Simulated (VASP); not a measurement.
# MoPt in VASP: a series of runs, part 2 of 2

VASP 6.6.1. Earlier steps stand in the parts before.

## (3) Single point, PBE

This run uses another cell than the first one.

INCAR reads:

```
SYSTEM = MoPt
PREC = Accurate
ENCUT = 520
EDIFF = 1E-6
ISMEAR = 0
SIGMA = 0.1
LREAL = .False.
LASPH = .True.
NELM = 100
ALGO = Normal
ISIF = 2
LWAVE = .False.
LCHARG = .False.
LDIPOL = .True.
IDIPOL = 3
DIPOL = 0.5 0.5 0.294
GGA = PE
NBANDS = 19
```

KPOINTS reads:

```
regular mesh
0
Gamma
  6 6 1
  0 0 0
```

POSCAR reads:

```
MoPt
1.0
    3.5244821388      0.0000000000      0.0000000000
    0.0000000000      3.5244821388      0.0000000000
    0.0000000000      0.0000000000     23.8000000000
Mo Pt
1 1
Direct
    0.5000000000      0.5000000000      0.2941176471
    0.0000000000      0.0000000000      0.2941176471
```

Potentials or basis: VASP PAW PBE potentials, release 64 (Mo_sv, Pt).

The run is started by

```
cat potpaw_PBE.64/Mo_sv/POTCAR potpaw_PBE.64/Pt/POTCAR > POTCAR
mpirun -np 1 vasp_std > vasp.out
```

OUTCAR:

```text
SYSTEM = MoPt
   PREC = Accurate
   ENCUT = 520
   EDIFF = 1E-6
   ISMEAR = 0
   LREAL = .False.
   LASPH = .True.
   NELM = 100
   ISIF = 2
   GGA = PE

 ion  position               nearest neighbor table
   1  0.500  0.500  0.294-   2 2.49   2 2.49   2 2.49   2 2.49
   2  0.000  0.000  0.294-   1 2.49   1 2.49   1 2.49   1 2.49

  LATTYP: Found a simple tetragonal cell.
 ALAT       =     3.5244821388
 C/A-ratio  =     6.7527651050

  Lattice vectors:

 A1 = (   3.5244821388,   0.0000000000,   0.0000000000)
 A2 = (   0.0000000000,   3.5244821388,   0.0000000000)
 A3 = (   0.0000000000,   0.0000000000,  23.8000000000)

Analysis of symmetry for initial positions (statically):
=====================================================================
 Subroutine PRICEL returns:
 Original cell was already a primitive cell.

 Routine SETGRP: Setting up the symmetry group for a
 simple tetragonal supercell.

 Subroutine GETGRP returns: Found 16 space group operations
 (whereof  8 operations were pure point group operations)
 out of a pool of 16 trial point group operations.

The static configuration has the point symmetry C_4v.
 The point group associated with its full space group is D_4h.

Analysis of symmetry for dynamics (positions and initial velocities):
=====================================================================
 Subroutine PRICEL returns:
 Original cell was already a primitive cell.

 Routine SETGRP: Setting up the symmetry group for a
 simple tetragonal supercell.

 Subroutine GETGRP returns: Found 16 space group operations
 (whereof  8 operations were pure point group operations)
 out of a pool of 16 trial point group operations.

The dynamic configuration has the point symmetry C_4v.
 The point group associated with its full space group is D_4h.

 Subroutine INISYM returns: Found 16 space group operations
[... 104 lines left out ...]
  Fermi-wavevector in a.u.,A,eV,Ry     =   0.708853  1.339538  6.836550  0.502472
  Thomas-Fermi vector in A             =   1.795279
   LORBIT       =      0    0 simple, 1 ext, 2 COOP (PROOUT), +10 PAW based schemes
   GGA     = PE    functional components
   LHFCALC =     F    Hartree Fock is set to
   AEXX    =    0.0000 exact exchange contribution
   IVDW    =     0    specifies the selected vdW correction
   LEPSILON=     F    determine dielectric tensor
   LRPA    =     F    only Hartree local field effects (RPA)
 non-spin polarized calculation
 Gauss-broadening in eV      SIGMA  =   0.10
  energy-cutoff  :      520.00
  volume of cell :      295.64
 maximum number of plane-waves:      8025
 NGX is ok and might be reduce to    28
   NGX = 13   NGY = 13   NGZ = 89

 dipolmoment           0.000000      0.000000     -0.000031 electrons x Angstroem

 number of electron      24.0000006 magnetization

 dipolmoment           0.000000      0.000000      0.000002 electrons x Angstroem

 Free energy of the ion-electron system (eV)
  ---------------------------------------------------
  ext. energy  EPLUGINS =         0.00000000
  ---------------------------------------------------
  free energy    TOTEN  =       -13.22655981 eV

  energy without entropy =      -13.19289523  energy(sigma->0) =      -13.20972752

 E-fermi :  -3.0705     XC(G=0):  -2.1751

 val. band max:       -3.1609084273   @ k =   0.5000   0.0000   0.0000
 cond. band min:      -3.0592969171   @ k =   0.3333   0.3333   0.0000
 fundamental gap:      0.1016115103
 Fermi energy:        -3.0705143071

 k-point     1 :       0.0000    0.0000    0.0000
  band No.  band energies     occupation
      1     -64.5225      2.00000
      2     -38.6267      2.00000
      3     -38.6267      2.00000
      4     -38.5382      2.00000
      5     -10.1477      2.00000
      6      -9.7951      2.00000
[... 197 lines left out ...]
      6      -8.3918      2.00000
[... 11 lines left out ...]
     18       3.7398      0.00000
     19       4.5260      0.00000

------------------------ aborting loop because EDIFF is reached ----------------------------------------

 vacuum level on the upper side and lower side of the slab       (xc-potential included)        -0.006        -0.006

  FORCE on cell =-STRESS in cart. coord.  units (eV):
  Direction    XX          YY          ZZ          XY          YZ          ZX
  --------------------------------------------------------------------------------------
  -------------------------------------------------------------------------------------
  Total        0.2449158      0.2449158     -0.0185785      0.0000000      0.0000000      0.0000000
  in kB        1.3272717      1.3272717     -0.1006822      0.0000000      0.0000000      0.0000000
  external PRESSURE =       0.8512870 kB  Pullay stress =       0.0000000 kB

 VOLUME and BASIS-vectors are now :
 -----------------------------------------------------------------------------
  energy-cutoff  :      520.00
  volume of cell :      295.64
      direct lattice vectors                 reciprocal lattice vectors
     3.524482139  0.000000000  0.000000000     0.283729626  0.000000000  0.000000000
     0.000000000  3.524482139  0.000000000     0.000000000  0.283729626  0.000000000
     0.000000000  0.000000000 23.800000000     0.000000000  0.000000000  0.042016807

 POSITION                                       TOTAL-FORCE (eV/Angst)
 -----------------------------------------------------------------------------------
      1.76224      1.76224      7.00000         0.000000      0.000000      0.000000
      0.00000      0.00000      7.00000         0.000000     -0.000000     -0.000000
 -----------------------------------------------------------------------------------
    total drift:                                0.000000      0.000000      0.000061

  FREE ENERGIE OF THE ION-ELECTRON SYSTEM (eV)
  ---------------------------------------------------
  free  energy   TOTEN  =       -13.2265598096 eV

  energy  without entropy=      -13.1928952260  energy(sigma->0) =      -13.20972752

 vacuum level on the upper side and lower side of the slab         1.839         1.839
```

OSZICAR:

```text
N       E                     dE             d eps       ncg     rms          rms(c)
DAV:   1     0.109265708767E+03    0.10927E+03   -0.11504E+04   540   0.913E+02
DAV:   2    -0.694514760247E+01   -0.11621E+03   -0.11268E+03   509   0.186E+02
DAV:   3    -0.140698543070E+02   -0.71247E+01   -0.69240E+01   565   0.388E+01
[... 14 lines left out ...]
DAV:  18    -0.132265380499E+02   -0.21689E-04   -0.72706E-07   322   0.220E-03    0.651E-04
DAV:  19    -0.132265539097E+02   -0.15860E-04   -0.71796E-07   324   0.166E-03    0.405E-04
DAV:  20    -0.132265571221E+02   -0.32125E-05   -0.67845E-08   312   0.612E-04    0.133E-04
DAV:  21    -0.132265597527E+02   -0.26306E-05   -0.12012E-07   272   0.674E-04    0.876E-05
DAV:  22    -0.132265598096E+02   -0.56919E-07   -0.36374E-09   288   0.173E-04
   1 F= -.13226560E+02 E0= -.13209728E+02  d E =-.336646E-01
```

stdout:

```text
POSCAR found type information on POSCAR MoPt
 POSCAR found :  2 types and       2 ions
 scaLAPACK will be used
 LDA part: xc-table for (Slater+PW92), standard interpolation
 POSCAR, INCAR and KPOINTS ok, starting setup
 FFT: planning ... GRIDC
 FFT: planning ... GRID_SOFT
 FFT: planning ... GRID
 WAVECAR not read
 entering main loop
```

Run time: 44 s. Hardware: 1 thread of AMD EPYC 9R45 (Zen 5), shared host; peak memory 0.36 GiB.

What came out:

| Item | Value |
| --- | --- |
| Free energy | -13.2266 eV |
| Band gap on the k mesh | zero (bands 12 and 13 overlap by 2.09 eV) |

Levels at points of the mesh, in eV from the Fermi level:
```csv
k point,band 9,band 10,band 11,band 12,band 13,band 14
"(0.00, 0.00, 0.00)",-3.63,-3.22,0.38,0.45,1.01,1.01
"(0.50, 0.00, 0.00)",-2.98,-2.83,-1.74,-1.67,-1.36,-0.32
"(0.50, 0.50, 0.00)",-2.87,-2.11,0.28,0.74,1.24,1.24
```

Caveat: spin-orbit coupling is left out, which moves the levels of the heavy elements.

## (4) Single point, PBE, collinear spin

INCAR reads:

```
ALGO = Normal
DIPOL = 0.5 0.5 0.294
EDIFF = 1E-7
ENCUT = 520
GGA = PE
IDIPOL = 3
ISIF = 2
ISMEAR = 0
ISPIN = 2
LASPH = True
LCHARG = False
LDIPOL = True
LMAXMIX = 4
LORBIT = 11
LREAL = False
LWAVE = False
MAGMOM = 1 0
NBANDS = 23
NELM = 150
PREC = Accurate
SIGMA = 0.1
```

KPOINTS reads:

```
k-points
0
Gamma
  6 6 1
```

POSCAR reads:

```
MoPt
1.0
    3.5317009934      0.0000000000      0.0000000000
    0.0000000000      3.5317009934      0.0000000000
    0.0000000000      0.0000000000     23.8000000000
Mo Pt
1 1
Direct
    0.5000000000      0.5000000000      0.2941176471
    0.0000000000      0.0000000000      0.2941176471
```

The run is started by

```
cat potpaw_PBE.64/Mo_sv/POTCAR potpaw_PBE.64/Pt/POTCAR > POTCAR
mpirun -np 1 vasp_std > vasp.out
```

Run time: 2.2 min. Hardware: 1 thread of AMD EPYC 9R45 (Zen 5), shared host; peak memory 0.51 GiB.

Results (log left out):

* Free energy: -13.4699 eV
* Net moment: 1.33 μB per cell
* Site moments: Mo +1.06; Pt +0.02 μB
* Valence electrons inside the program's atomic spheres: Mo 12.32; Pt 9.42

Levels at points of the mesh, in eV from the Fermi level:
Spin up:
```
           k point  band 8  band 9  band 10  band 11  band 12  band 13  band 14  band 15  band 16  band 17
(0.00, 0.00, 0.00)   -3.42   -3.42    -3.07     0.03     0.62     0.97     0.97     2.06     4.55     4.83
(0.50, 0.00, 0.00)   -3.04   -2.72    -2.59    -1.73    -1.48    -1.38    -0.81    -0.17     1.36     5.23
(0.50, 0.50, 0.00)   -4.48   -2.70    -1.85    -0.24     0.55     1.24     1.24     1.73     1.73     6.24
```
Spin down:
| k point | band 9 | band 10 | band 11 | band 12 | band 13 | band 14 |
| --- | --- | --- | --- | --- | --- | --- |
| (0.00, 0.00, 0.00) | -3.31 | -2.75 | 0.93 | 1.50 | 1.55 | 1.55 |
| (0.50, 0.00, 0.00) | -2.67 | -2.53 | -1.43 | -1.20 | -1.01 | 0.51 |
| (0.50, 0.50, 0.00) | -2.67 | -1.78 | 1.23 | 1.61 | 1.74 | 1.74 |

Caveat: spin-orbit coupling is left out, which moves the levels of the heavy elements.

## (5) Overview

| spin | cell | gap on the mesh (eV) |
| --- | --- | --- |
| off | a = 3.532, b = 3.532, c = 23.800 Å, 2 atoms | none |
| off | a = 3.524, b = 3.524, c = 23.800 Å, 2 atoms | none |
| collinear | a = 3.532, b = 3.532, c = 23.800 Å, 2 atoms | none |

Alike in all rows: task single point; level PBE; potentials or basis VASP PAW PBE potentials, release 64 (Mo_sv, Pt); k mesh 6 × 6 × 1; cutoff (eV) 520; smearing gaussian 0.1 eV.

Caveats: spin-orbit coupling is left out, which moves the levels of the heavy elements.

Total energies depend on the potentials used, so only differences within one code and one set of settings carry meaning.
